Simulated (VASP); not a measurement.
SiC, 2 atoms in the cell. The structure is trigonal, space group R3m (No. 160). The conventional cell has a = 2.931 Å, b = 2.931 Å, c = 7.655 Å, α = 90.00°, β = 90.00°, γ = 120.00°. Within 2.4 Å of Si (site symmetry 3m) lie 4 C at 1.81 to 1.91 Å. Within 2.4 Å of C (site symmetry 3m) lie 4 Si at 1.81 to 1.91 Å. 

- Program: VASP 6.6.1
- Task: single point
- Functional: PBE
- Potentials or basis: VASP PAW PBE potentials, release 64 (Si, C)
- Cutoff: 520 eV
- k mesh: 12 × 12 × 12
- Occupations: gaussian, width 0.05 eV
- Spin: no spin polarisation
- Dipole correction: no
- Further INCAR settings: ALGO = Normal; EDIFF = 1e-06; NBANDS = 11

Potentials or basis: VASP PAW PBE potentials, release 64 (Si, C).

Launch:

```bash
$ cat potpaw_PBE.64/Si/POTCAR potpaw_PBE.64/C/POTCAR > POTCAR
$ mpirun -np 1 vasp_std > vasp.out
```

Hardware: 1 thread of AMD EPYC 7R43 64-Core Processor (Zen 3), with other jobs on the host.

Problem. Estimate the wall time of this run.

Solution. Run time: 35 s on 1 thread of AMD EPYC 7R43 64-Core Processor (Zen 3), with other jobs on the host, peak memory 0.12 GiB. Counts: scf iterations 12, k points 189.
